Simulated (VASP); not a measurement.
Write the native input for VASP 6.6.1 that does the following.

```
Task                   : single point
Functional             : PBEsol
Potentials or basis    : VASP PAW PBE potentials, release 64 (Mo_sv, Bi_d)
Cutoff                 : 520 eV
k mesh                 : 10 × 10 × 6
Occupations            : gaussian, width 0.05 eV
Spin                   : no spin polarisation
Dipole correction      : no
Further INCAR settings : ALGO = Fast; EDIFF = 1e-06; NBANDS = 37
```

The structure of BiMo lies in POSCAR:

```
BiMo
1.0
    4.6006453045      0.0000000000      0.0000000000
   -2.3003226523      3.9842757075      0.0000000000
    0.0000000000      0.0000000000      5.1397870164
Mo Bi
2 2
Direct
    0.0000000000      0.0000000000      0.0000000000
    0.0000000000      0.0000000000      0.5000000000
    0.3333333333      0.6666666667      0.2500000000
    0.6666666667      0.3333333333      0.7500000000
```

The input as run:

INCAR

```
PREC = Accurate
ENCUT = 520
EDIFF = 1E-6
ISMEAR = 0
SIGMA = 0.05
LREAL = False
LASPH = True
NELM = 100
ALGO = Fast
ISIF = 2
LWAVE = False
LCHARG = True
GGA = PS
LELF = True
LVHAR = True
NBANDS = 37
```

KPOINTS

```
regular mesh
0
Gamma
  10 10 6
```

Potentials or basis: VASP PAW PBE potentials, release 64 (Mo_sv, Bi_d).

Command:

```bash
$ cat potpaw_PBE.64/Mo_sv/POTCAR potpaw_PBE.64/Bi_d/POTCAR > POTCAR
$ mpirun -np 1 vasp_std > vasp.out
```

Results of the run:

The pressure is -4.4 GPa and the band gap on the k mesh is zero (bands 29 and 30 overlap by 1.47 eV).

Caveat: the cell stands under tension; the PAW data sets were made with another functional, which shifts forces and pressure a little; spin-orbit coupling is left out, which moves the levels of the heavy elements.

Wall time 9 min on 1 thread of Oxide Virtual Turin-like Processor, with other jobs on the host, peak memory 0.29 GiB.
